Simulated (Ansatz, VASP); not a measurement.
# Sc in VASP and in Ansatz

```
CELL_PARAMETERS angstrom
0.02270 2.28185 2.28185
2.28185 0.02270 2.28185
2.28185 2.28185 0.02270
ATOMIC_POSITIONS crystal
Sc 0.00000 0.00000 0.00000
```

Change from the starting cell: equal xy, yz and zx shear strains of +1 %, crystal datasets.

Alike in both runs: task electric field gradients; functional PBEsol; k mesh 12 × 12 × 12; occupations fermi-dirac, width 0.03 eV; no spin polarisation.

|  | VASP | Ansatz |
| --- | --- | --- |
| version | VASP 6.6.1 | Ansatz 0.2.0 |
| potentials or method | VASP PAW PBE potentials, release 64 (Sc_sv), cutoff 520 eV | all-electron PAW with datasets made for the crystal, scalar-relativistic |

Ansatz gave:

| Quantity | Value |
| --- | --- |
| pressure (GPa) | 0.5 |
| traceless stress, the component that is largest in VASP (GPa) | -0.39 |
| size of Vzz on the site where it differs most (V/Å²) | 4.1 |

Question: What did VASP give for the same quantities?

Answer: Pressure (GPa): 0.5; traceless stress, the component that is largest in VASP (GPa): -0.38; size of Vzz on the site where it differs most (V/Å²): 4.3.

VASP's potentials were made for PBE, not for PBEsol. Ansatz ran all-electron here, and VASP with PAW potentials.
